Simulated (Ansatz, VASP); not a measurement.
# Be2C in VASP and in Ansatz

```
Be C
1.0
     0.00000    2.15086    2.15086
     2.15086    0.00000    2.15086
     2.15086    2.15086    0.00000
Be C
2 1
Direct
  0.25000 0.25000 0.25000
  0.75000 0.75000 0.75000
  0.00000 0.00000 0.00000
```

Alike in both runs: functional PBE; dispersion D4; k mesh 6 × 6 × 6; no spin polarisation.

Ansatz relaxed the structure, and its values are those at the end. VASP's run is a single point on that final structure, the one shown.

```csv
,VASP,Ansatz
version,VASP 6.6.1,Ansatz 0.2.0
potentials or method,"VASP PAW PBE potentials, release 64 (Be, C), cutoff 600 eV","plane waves, PAW"
occupations,"gaussian, width 0.01 eV",fixed
valence electrons in the cell,8,8
```

Ansatz gave:

| Item | Value |
| --- | --- |
| pressure (GPa) | 0.0 |

Estimate VASP's values.

pressure (GPa): 0.3.

The k mesh is coarse, so the values compare programs but aren't converged.
